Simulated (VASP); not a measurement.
Here is a VASP 6.6.1 calculation.

POSCAR

```
RuS2
1.0
    5.6106000000      0.0000000000      0.0000000000
    0.0000000000      5.6106000000      0.0000000000
    0.0000000000      0.0000000000      5.6106000000
Ru S
4 8
Direct
    0.0000000000      0.5000000000      0.5000000000
    0.5000000000      0.5000000000      0.0000000000
    0.5000000000      0.0000000000      0.5000000000
    0.0000000000      0.0000000000      0.0000000000
    0.3883100000      0.1116900000      0.8883100000
    0.1116900000      0.8883100000      0.3883100000
    0.8883100000      0.3883100000      0.1116900000
    0.6116900000      0.6116900000      0.6116900000
    0.6116900000      0.8883100000      0.1116900000
    0.8883100000      0.1116900000      0.6116900000
    0.1116900000      0.6116900000      0.8883100000
    0.3883100000      0.3883100000      0.3883100000
```

File INCAR.step1:

```
PREC = Accurate ; ENCUT = 520
ISMEAR = -1 ; SIGMA = 0.05
LREAL = False ; LASPH = True
NELM = 80 ; NBANDS = 64
GGA = PE ; ALGO = Normal
EDIFF = 1E-4 ; LWAVE = True
LCHARG = False
```

INCAR.step2

```
PREC = Accurate ; ENCUT = 520
EDIFF = 1E-6 ; ISMEAR = -1
SIGMA = 0.05 ; LREAL = False
LASPH = True ; NELM = 80
ALGO = Normal ; ISIF = 2
LWAVE = False ; LCHARG = False
METAGGA = R2SCAN ; LMIXTAU = True
NBANDS = 64 ; ISTART = 1
```

KPOINTS

```
Automatic mesh
0
Gamma
  5 5 5
```

Potentials or basis: VASP PAW PBE potentials, release 64 (Ru_pv, S).

Command:

```bash
$ cat potpaw_PBE.64/Ru_pv/POTCAR potpaw_PBE.64/S/POTCAR > POTCAR
$ cp INCAR.step1 INCAR
$ mpirun -np 1 vasp_std > vasp.out
$ cp INCAR.step2 INCAR
$ mpirun -np 1 vasp_std > vasp.out
```

**Question.** Predict the largest force.

**Answer.** 0.022 eV/Å.

**Question.** What does it give for the band gap on the k mesh?

**Answer.** 0.93 eV, indirect (least direct gap 1.18 eV).

**Question.** What does it give for the pressure?

**Answer.** 2.0 GPa.

Forces in eV/Å, atoms in the order of the input:
```
Ru   0.000  0.000  0.000
Ru   0.000  0.000  0.000
Ru   0.000  0.000  0.000
Ru   0.000  0.000  0.000
S   -0.013  0.013 -0.013
S    0.013 -0.013 -0.013
S   -0.013 -0.013  0.013
S    0.013  0.013  0.013
S    0.013 -0.013  0.013
S   -0.013  0.013  0.013
S    0.013  0.013 -0.013
S   -0.013 -0.013 -0.013
```

Caveat: the PAW data sets were made with another functional, which shifts forces and pressure a little. A k mesh can miss the band edges.
